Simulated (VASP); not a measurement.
# Si2Mo (I4/mmm) in VASP: further runs, part 2 of 2

VASP 6.6.1. The steps go on from the part before.

**4. Relaxation of shape and atoms at fixed volume, r2SCAN (13.09 Å³/atom)**

This run uses another cell than the first one, of 13.09 Å³/atom.

Input file POSCAR:

```
Si2Mo
1.0
   -1.5905632126      1.5905632126      3.8815314742
    1.5905632126     -1.5905632126      3.8815314742
    1.5905632126      1.5905632126     -3.8815314742
Si Mo
2 1
Direct
    0.3354950496      0.3354950496      0.0000000000
    0.6645049504      0.6645049504      0.0000000000
    0.0000000000      0.0000000000      0.0000000000
```

Input file INCAR.step1:

```
PREC = Accurate
ENCUT = 600
ISMEAR = 0
SIGMA = 0.05
LREAL = False
LASPH = True
NELM = 100
GGA = PE
ALGO = Normal
EDIFF = 1E-4
LWAVE = True
LCHARG = False
```

Input file INCAR.step2:

```
PREC = Accurate
ENCUT = 600
EDIFF = 1E-6
ISMEAR = 0
SIGMA = 0.05
LREAL = False
LASPH = True
NELM = 100
ALGO = Normal
ISIF = 4
LWAVE = False
LCHARG = False
METAGGA = R2SCAN
LMIXTAU = True
IBRION = 2
NSW = 60
EDIFFG = -0.01
ISTART = 1
```

Input file KPOINTS:

```
regular mesh
0
Gamma
  10 10 10
```

Started as:

```sh
$ cat potpaw_PBE.64/Si/POTCAR potpaw_PBE.64/Mo_sv/POTCAR > POTCAR
$ cp INCAR.step1 INCAR
$ mpirun -np 1 vasp_std > vasp.out
$ cp INCAR.step2 INCAR
$ mpirun -np 1 vasp_std > vasp.out
```

It took 5.6 min on 1 thread of Intel Xeon 6975P-C (Granite Rapids), shared host; peak memory 0.27 GiB.

Results (log left out):

```yaml
Free_energy: -45.0015 eV
Energy_gained_by_relaxing: 0.1 meV/atom
Ionic_steps: 5
Pressure_after_relaxing: 5.0 GPa
Largest_force_after_relaxing: 0.003 eV/Å
Band_gap_on_the_k_mesh: zero (bands 11 and 12 overlap by 1.03 eV)
```

Forces on the atoms (eV/Å):
```
Si   0.000  0.000  0.003
Si   0.000  0.000 -0.003
Mo   0.000  0.000  0.000
```

The path:
| step | energy change (eV) | largest force (eV/Å) | pressure (GPa) | volume (Å³) |
| --- | --- | --- | --- | --- |
| 1 | 0.0000 | 0.0631 | 5.13 | 39.28 |
| 2 | -0.0002 | 0.0041 | 4.99 | 39.28 |
| 3 | -0.0003 | 0.0151 | 5.04 | 39.28 |
| 4 | -0.0003 | 0.0159 | 5.04 | 39.28 |
| 5 | -0.0003 | 0.0032 | 5.02 | 39.28 |

Final structure:
```xyz
3
Lattice="-1.5898 1.5898 3.8854 1.5898 -1.5898 3.8854 1.5898 1.5898 -3.8854" Properties=species:S:1:pos:R:3 pbc="T T T"
Si    0.0000    0.0000    2.6040
Si    0.0000    0.0000    5.1668
Mo    1.5898    1.5898    3.8854
```

Levels at points of the mesh, in eV from the Fermi level:
| k point | band 7 | band 8 | band 9 | band 10 | band 11 | band 12 | band 13 | band 14 | band 15 |
| --- | --- | --- | --- | --- | --- | --- | --- | --- | --- |
| (0.00, 0.00, 0.00) | -3.34 | -3.11 | -2.77 | -2.77 | 0.47 | 3.41 | 3.70 | 3.85 | 3.85 |
| (0.50, 0.00, 0.00) | -5.20 | -4.78 | -2.74 | -2.64 | -0.48 | 2.71 | 3.40 | 4.63 | 4.73 |
| (0.50, 0.50, 0.00) | -6.03 | -5.26 | -4.70 | -3.24 | -1.28 | 2.78 | 3.22 | 3.61 | 3.76 |
| (0.50, 0.50, 0.50) | -3.66 | -2.23 | -0.52 | -0.52 | -0.46 | -0.46 | 0.62 | 5.33 | 6.16 |

Caveat: the PAW data sets were made with another functional, which shifts forces and pressure a little.

**5. Relaxation of shape and atoms at fixed volume, r2SCAN+D4 (13.16 Å³/atom)**

This run uses another cell than the first one, of 13.16 Å³/atom.

Input file POSCAR:

```
Si2Mo
1.0
   -1.5934337666      1.5934337666      3.8871638414
    1.5934337666     -1.5934337666      3.8871638414
    1.5934337666      1.5934337666     -3.8871638414
Si Mo
2 1
Direct
    0.3355042655      0.3355042655      0.0000000000
    0.6644957345      0.6644957345      0.0000000000
    0.0000000000      0.0000000000      0.0000000000
```

Input file INCAR.step1:

```
SYSTEM = Si2Mo
  PREC = Accurate
  ENCUT = 600
  ISMEAR = 0
  SIGMA = 0.05
  LREAL = .FALSE.
  LASPH = .TRUE.
  NELM = 100
  GGA = PE
  ALGO = Normal
  EDIFF = 1E-4
  LWAVE = .TRUE.
  LCHARG = .FALSE.
```

Input file INCAR.step2:

```
SYSTEM = Si2Mo
  PREC = Accurate
  ENCUT = 600
  EDIFF = 1E-7
  ISMEAR = 0
  SIGMA = 0.05
  LREAL = .FALSE.
  LASPH = .TRUE.
  NELM = 100
  ALGO = Normal
  ISIF = 4
  LWAVE = .FALSE.
  LCHARG = .FALSE.
  METAGGA = R2SCAN
  LMIXTAU = .TRUE.
  IVDW = 13
  VDW_S6 = 1.0
  VDW_S8 = 0.6018749
  VDW_A1 = 0.51559235
  VDW_A2 = 5.77342911
  IBRION = 2
  NSW = 60
  EDIFFG = -0.01
  ISTART = 1
```

Input file KPOINTS:

```
regular mesh
0
G
  10 10 10
  0 0 0
```

Potentials or basis: VASP PAW PBE potentials, release 64 (Si, Mo_sv).

Started as:

```sh
$ cat potpaw_PBE.64/Si/POTCAR potpaw_PBE.64/Mo_sv/POTCAR > POTCAR
$ cp INCAR.step1 INCAR
$ mpirun -np 1 vasp_std > vasp.out
$ cp INCAR.step2 INCAR
$ mpirun -np 1 vasp_std > vasp.out
```

OUTCAR:

```text
SYSTEM = Si2Mo
   PREC = Accurate
   ENCUT = 600
   EDIFF = 1E-7
   ISMEAR = 0
   LREAL = .FALSE.
   LASPH = .TRUE.
   NELM = 100
   ISIF = 4
   METAGGA = R2SCAN
   IVDW = 13
   IBRION = 2
   NSW = 60
   EDIFFG = -0.01
   ISTART = 1

 ion  position               nearest neighbor table
   1  0.336  0.336  0.000-   2 2.56   3 2.59   3 2.59   3 2.59   3 2.59   3 2.61   2 2.62   2 2.62
                             2 2.62   2 2.62
   2  0.664  0.664  0.000-   1 2.56   3 2.59   3 2.59   3 2.59   3 2.59   3 2.61   1 2.62   1 2.62
                             1 2.62   1 2.62
   3  0.000  0.000  0.000-   2 2.59   2 2.59   2 2.59   1 2.59   2 2.59   1 2.59   1 2.59   1 2.59
                             1 2.61   2 2.61

  LATTYP: Found a body centered tetragonal cell.
 ALAT       =     3.1868675332
 C/A-ratio  =     2.4394888089

  Lattice vectors:

 A1 = (  -1.5934337666,   1.5934337666,   3.8871638414)
 A2 = (   1.5934337666,  -1.5934337666,   3.8871638414)
 A3 = (   1.5934337666,   1.5934337666,  -3.8871638414)

[... 309 lines left out ...]

 E-fermi :  12.4293     XC(G=0): -13.4850

 val. band max:       12.4158842993   @ k =  -0.4000   0.5000   0.4000
 cond. band min:      12.6472444688   @ k =   0.5000   0.5000   0.3000
 fundamental gap:      0.2313601695
 Fermi energy:        12.4292791007

 k-point     1 :       0.0000    0.0000    0.0000
  band No.  band energies     occupation
      1     -50.0571      2.00000
      2     -23.5147      2.00000
      3     -23.4111      2.00000
      4     -23.4111      2.00000
      5      -1.7910      2.00000
      6       5.6523      2.00000
      7       9.0844      2.00000
      8       9.3440      2.00000
      9       9.6763      2.00000
     10       9.6763      2.00000
     11      12.8923      0.00000
     12      15.8662      0.00000
     13      16.1008      0.00000
     14      16.2528      0.00000
[... 401 lines left out ...]
      2     -23.6509      2.00000
      3     -23.5697      2.00000
      4     -23.4747      2.00000
      5       2.5600      2.00000
      6       3.6946      2.00000
      7       6.3411      2.00000
      8       8.3450      2.00000
      9       9.3397      2.00000
     10      10.0766      2.00000
     11      10.4730      2.00000
     12      13.2919      0.00000
     13      14.2728      0.00000
     14      16.2149      0.00000
     15      17.8817      0.00000

 [... further k-points ...]

------------------------ aborting loop because EDIFF is reached ----------------------------------------

  DFT-D4 for vdW energy calculation

  Edisp (eV):   -0.58296
[... 26 lines left out ...]
  FREE ENERGIE OF THE ION-ELECTRON SYSTEM (eV)
  ---------------------------------------------------
  free  energy   TOTEN  =       -45.5899390721 eV

  energy  without entropy=      -45.5895704370  energy(sigma->0) =      -45.58975475

 reached required accuracy - stopping structural energy minimisation
```

OUTCAR.step1:

```text
SYSTEM = Si2Mo
   PREC = Accurate
   ENCUT = 600
   ISMEAR = 0
   LREAL = .FALSE.
   LASPH = .TRUE.
[... 660 lines left out ...]
      0.00000      0.00000      2.60832         0.000000      0.000000     -0.111022
      0.00000      0.00000      5.16601         0.000000      0.000000      0.111022
      0.00000      0.00000      0.00000        -0.000000     -0.000000     -0.000000
 -----------------------------------------------------------------------------------
    total drift:                               -0.000000      0.000000      0.000000

  FREE ENERGIE OF THE ION-ELECTRON SYSTEM (eV)
  ---------------------------------------------------
  free  energy   TOTEN  =       -23.2316127450 eV

  energy  without entropy=      -23.2311847278  energy(sigma->0) =      -23.23139874
```

OSZICAR.step1:

```text
N       E                     dE             d eps       ncg     rms          rms(c)
DAV:   1     0.138308833905E+03    0.13831E+03   -0.12418E+04  3060   0.155E+03
DAV:   2    -0.202482409937E+02   -0.15856E+03   -0.15679E+03  3662   0.362E+02
DAV:   3    -0.240959829189E+02   -0.38477E+01   -0.38050E+01  4152   0.493E+01
DAV:   4    -0.241141832704E+02   -0.18200E-01   -0.18198E-01  3403   0.401E+00
DAV:   5    -0.241143371087E+02   -0.15384E-03   -0.15383E-03  4258   0.356E-01    0.225E+01
DAV:   6    -0.233800034276E+02    0.73433E+00   -0.70006E+00  3529   0.185E+01    0.506E+00
DAV:   7    -0.232640210439E+02    0.11598E+00   -0.98431E-01  3495   0.647E+00    0.469E+00
DAV:   8    -0.232321762876E+02    0.31845E-01   -0.10447E-01  3676   0.277E+00    0.429E-01
DAV:   9    -0.232316497530E+02    0.52653E-03   -0.20699E-03  3802   0.411E-01    0.232E-01
DAV:  10    -0.232316127450E+02    0.37008E-04   -0.59383E-04  3543   0.230E-01
   1 F= -.23231613E+02 E0= -.23231399E+02  d E =-.428017E-03
```

Run time: 7.1 min. Hardware: 1 thread of Intel Xeon 6975P-C (Granite Rapids), shared host; peak memory 0.27 GiB.

Results:

* Free energy: -45.5899 eV
* Energy gained by relaxing: 0.1 meV/atom
* Ionic steps: 4
* Pressure after relaxing: 1.8 GPa
* Band gap on the k mesh: zero (bands 11 and 12 overlap by 1.02 eV)
* Dispersion energy per atom: -0.194 eV

The path:
```csv
step,energy change (eV),largest force (eV/Å),pressure (GPa),volume (Å³)
1,0.0000,0.0491,1.88,39.48
2,-0.0001,0.0030,1.76,39.48
3,-0.0002,0.0135,1.80,39.48
4,-0.0002,0.0010,1.79,39.48
```

Final structure:
```cif
data_structure
_symmetry_space_group_name_H-M 'P 1'
_symmetry_Int_Tables_number 1
_cell_length_a 4.4959
_cell_length_b 4.4959
_cell_length_c 4.4959
_cell_angle_alpha 138.506
_cell_angle_beta 138.506
_cell_angle_gamma 60.129
_cell_volume 39.48
loop_
_atom_site_label
_atom_site_type_symbol
_atom_site_fract_x
_atom_site_fract_y
_atom_site_fract_z
_atom_site_occupancy
Si1 Si 0.33520 0.33520 0.00000 1
Si2 Si 0.66480 0.66480 0.00000 1
Mo1 Mo 0.00000 0.00000 0.00000 1
```

Levels at points of the mesh, in eV from the Fermi level:
| k point | band 7 | band 8 | band 9 | band 10 | band 11 | band 12 | band 13 | band 14 | band 15 |
| --- | --- | --- | --- | --- | --- | --- | --- | --- | --- |
| (0.00, 0.00, 0.00) | -3.34 | -3.09 | -2.75 | -2.75 | 0.46 | 3.44 | 3.67 | 3.82 | 3.82 |
| (0.50, 0.00, 0.00) | -5.18 | -4.77 | -2.73 | -2.62 | -0.47 | 2.69 | 3.40 | 4.62 | 4.69 |
| (0.50, 0.50, 0.00) | -6.00 | -5.26 | -4.67 | -3.21 | -1.29 | 2.76 | 3.20 | 3.60 | 3.75 |
| (0.50, 0.50, 0.50) | -3.63 | -2.21 | -0.52 | -0.52 | -0.46 | -0.46 | 0.61 | 5.32 | 6.09 |

Caveat: the PAW data sets were made with another functional, which shifts forces and pressure a little.

**6. Relaxation of shape and atoms at fixed volume, LDA (13.06 Å³/atom)**

This run uses another cell than the first one, of 13.06 Å³/atom.

Input file INCAR:

```
PREC     = Accurate       # precision mode
ENCUT    = 600            # plane-wave cutoff, eV
EDIFF    = 1E-6           # SCF threshold, eV
ISMEAR   = 0              # smearing method
SIGMA    = 0.05           # smearing width, eV
LREAL    = F              # projectors in reciprocal space
LASPH    = T              # aspherical terms in the spheres
NELM     = 100            # most SCF steps
ALGO     = Normal         # electronic algorithm
ISIF     = 4              # what is computed and relaxed
LWAVE    = F              # write WAVECAR
LCHARG   = F              # write CHGCAR
GGA      = CA             # functional
IBRION   = 2              # ionic algorithm
NSW      = 60             # ionic steps
EDIFFG   = -0.01          # ionic threshold
```

Input file KPOINTS:

```
Automatic mesh
0
Gamma
  10 10 10
```

Input file POSCAR:

```
Si2Mo
1.0
   -1.5869412996      1.5869412996      3.8906437582
    1.5869412996     -1.5869412996      3.8906437582
    1.5869412996      1.5869412996     -3.8906437582
Si Mo
2 1
Direct
    0.3354788425      0.3354788425      0.0000000000
    0.6645211575      0.6645211575      0.0000000000
    0.0000000000      0.0000000000      0.0000000000
```

Potentials or basis: VASP PAW LDA potentials, release 64 (Si, Mo_sv).

Started as:

```sh
$ cat potpaw_LDA.64/Si/POTCAR potpaw_LDA.64/Mo_sv/POTCAR > POTCAR
$ mpirun -np 1 vasp_std > vasp.out
```

Wall time 2.2 min (1 thread of AMD EPYC 7R13 (Zen 3), shared host); peak memory 0.19 GiB.

The run converged. Its results:

```
Free energy                  : -25.8181 eV
Energy gained by relaxing    : 0.0 meV/atom
Ionic steps                  : 3
Pressure after relaxing      : 0.6 GPa
Largest force after relaxing : 0.007 eV/Å
Band gap on the k mesh       : zero (bands 11 and 12 overlap by 0.93 eV)
```

Forces on the atoms (eV/Å):
```
Si   0.000  0.000 -0.007
Si   0.000  0.000  0.007
Mo   0.000  0.000  0.000
```

Final structure:
```yaml
crystal:
  lattice:
    - [-1.58761, 1.58761, 3.88738]
    - [1.58761, -1.58761, 3.88738]
    - [1.58761, 1.58761, -3.88738]
  atoms:
    - { symbol: Si, position: [0.33542, 0.33542, 0.00000] }
    - { symbol: Si, position: [0.66458, 0.66458, 0.00000] }
    - { symbol: Mo, position: [0.00000, 0.00000, 0.00000] }
```

Levels at points of the mesh, in eV from the Fermi level:
```csv
k point,band 9,band 10,band 11,band 12,band 13,band 14
"(0.00, 0.00, 0.00)",-2.60,-2.60,0.46,3.27,3.37,3.65
"(0.50, 0.00, 0.00)",-2.58,-2.58,-0.45,2.39,3.23,4.32
"(0.50, 0.50, 0.00)",-4.43,-3.07,-1.09,2.44,2.90,3.33
"(0.50, 0.50, 0.50)",-0.52,-0.52,-0.37,-0.37,0.61,4.90
```

**7. The runs side by side**

| task | level | potentials or basis | cell | cutoff (eV) | gap on the mesh (eV) | pressure (GPa) | largest force (eV/Å) |
| --- | --- | --- | --- | --- | --- | --- | --- |
| single point | r2SCAN+D4 | VASP PAW PBE potentials, release 64 (Si, Mo_sv) | a = 4.450 Å, angles 138.6, 138.6, 60.0°, 3 atoms | 520 | none | 10.5 | 0.02 |
| single point | r2SCAN | VASP PAW PBE potentials, release 64 (Si, Mo_sv) | a = 4.462 Å, angles 138.6, 138.6, 60.0°, 3 atoms | 520 | none | 10.2 | 0.02 |
| relaxation of shape and atoms at fixed volume | r2SCAN | VASP PAW PBE potentials, release 64 (Si, Mo_sv) | relaxed from a = 4.486 Å, angles 138.5, 138.5, 60.2°, 3 atoms | 600 | none | 5.0 | - |
| relaxation of shape and atoms at fixed volume | r2SCAN+D4 | VASP PAW PBE potentials, release 64 (Si, Mo_sv) | relaxed from a = 4.493 Å, angles 138.5, 138.5, 60.2°, 3 atoms | 600 | none | 1.8 | - |
| relaxation of shape and atoms at fixed volume | LDA | VASP PAW LDA potentials, release 64 (Si, Mo_sv) | relaxed from a = 4.492 Å, angles 138.6, 138.6, 60.0°, 3 atoms | 600 | none | 0.6 | 0.01 |

Alike in all rows: no spin polarisation; k mesh 10 × 10 × 10; smearing gaussian 0.05 eV.

Caveats: the PAW data sets were made with another functional, which shifts forces and pressure a little (at least some runs); the cell stands under pressure (at least some runs).

Absolute energies hang on the potentials; compare differences alone.
